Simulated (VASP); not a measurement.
CaSe: single point with r2SCAN

CaSe:

```xyz
4
Lattice="5.0057 0.0000 0.0000 -2.5028 4.3350 0.0000 0.0000 0.0000 5.8755" Properties=species:S:1:pos:R:3 pbc="T T T"
Ca    0.0000    2.8900    1.4689
Ca    2.5028    1.4450    4.4067
Se    2.5028    1.4450    1.4689
Se    0.0000    2.8900    4.4067
```

```json
{
 "Program": "VASP 6.6.1",
 "Task": "single point",
 "Functional": "r2SCAN",
 "Potentials or basis": "VASP PAW PBE potentials, release 64 (Ca_sv, Se)",
 "Cutoff": "550 eV",
 "k mesh": "6 × 6 × 4",
 "Occupations": "gaussian, width 0.01 eV",
 "Spin": "no spin polarisation"
}
```

```
Pressure               : 0.2 GPa
Band gap on the k mesh : 2.89 eV (least direct gap 3.04 eV)
```

Levels at points of the mesh, in eV from the valence-band top:
```tsv
k point	band 13	band 14	band 15	band 16	band 17	band 18	band 19	band 20
(0.00, 0.00, 0.00)	-1.57	-1.07	-1.07	0.00	3.04	4.09	4.09	4.94
(0.50, 0.00, 0.00)	-1.59	-1.44	-0.99	-0.52	3.54	3.70	4.16	5.11
(0.00, 0.00, 0.50)	-1.40	-1.40	-1.40	-1.40	4.23	4.23	5.56	5.56
(0.50, 0.00, 0.50)	-1.24	-1.24	-1.06	-1.06	4.04	4.04	5.22	5.22
```

It took 100 s on 1 thread of Intel(R) Xeon(R) 6975P-C (Granite Rapids), with other jobs on the host, peak memory 0.32 GiB.

Caveat: the PAW data sets were made with another functional, which shifts forces and pressure a little. A k mesh can miss the band edges.
